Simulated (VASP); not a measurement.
A run of VASP 6.6.1:

File INCAR:

```
PREC     = Accurate       # precision mode
ENCUT    = 520            # plane-wave cutoff, eV
EDIFF    = 1E-8           # SCF threshold, eV
ISMEAR   = -1             # smearing method
SIGMA    = 0.05           # smearing width, eV
LREAL    = False          # projectors in reciprocal space
LASPH    = True           # aspherical terms in the spheres
NELM     = 60             # most SCF steps
ALGO     = Normal         # electronic algorithm
ISIF     = 2              # what is computed and relaxed
LWAVE    = False          # write WAVECAR
LCHARG   = False          # write CHGCAR
GGA      = CA             # functional
LEFG     = True         
NBANDS   = 14             # bands
```

File KPOINTS:

```
regular mesh
0
Gamma
  13 13 13
```

File POSCAR:

```
TiB
1.0
    0.0000000000      2.1149143128      2.1149143128
    2.1149143128      0.0000000000      2.1149143128
    2.1149143128      2.1149143128      0.0000000000
Ti B
1 1
Direct
    0.7500000000      0.7500000000      0.7500000000
    0.0000000000      0.0000000000      0.0000000000
```

Potentials or basis: VASP PAW LDA potentials, release 64 (Ti_sv, B).

The run is started by

```bash
$ cat potpaw_LDA.64/Ti_sv/POTCAR potpaw_LDA.64/B/POTCAR > POTCAR
$ mpirun -np 1 vasp_std > vasp.out
```

Hardware: 1 thread of Intel(R) Xeon(R) Platinum 8375C CPU @ 2.90GHz (Ice Lake), on a shared host.

**Question.** Estimate the wall time of this run.

**Answer.** Wall time 14 s on 1 thread of Intel(R) Xeon(R) Platinum 8375C CPU @ 2.90GHz (Ice Lake), on a shared host, peak memory 0.14 GiB. Counts: scf iterations 15, k points 84.
